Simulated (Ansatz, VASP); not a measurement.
**Two plane-wave programs on TaC2**

```
CELL_PARAMETERS angstrom
4.23882 0.00000 0.00000
0.00000 4.23882 0.00000
0.00000 0.00000 2.74570
ATOMIC_POSITIONS crystal
Ta 0.00000 0.00000 0.50000
C 0.00000 0.50000 0.50000
C 0.50000 0.00000 0.50000
```

Alike in both runs: functional PBE; k mesh 12 × 12 × 16; occupations gaussian, width 0.1 eV; no spin polarisation.

Ansatz relaxed the structure, and its values are those at the end. VASP's run is a single point on that final structure, the one shown.

|  | VASP | Ansatz |
| --- | --- | --- |
| version | VASP 6.6.1 | Ansatz 0.2.0 |
| potentials or method | VASP PAW PBE potentials, release 64 (Ta_sv_GW, C), cutoff 600 eV | scalar-relativistic, plane waves, PAW |
| valence electrons in the cell | 21 | 21 |

VASP gave:

- gap on the k mesh at the Fermi level (eV): none
- pressure (GPa): -0.1

Question: Estimate Ansatz's values.

Answer: gap on the k mesh at the Fermi level (eV): none; pressure (GPa): 0.0.

A gap of «none» marks a metal or a gap that the smearing closes.

Spin-orbit coupling is off throughout.
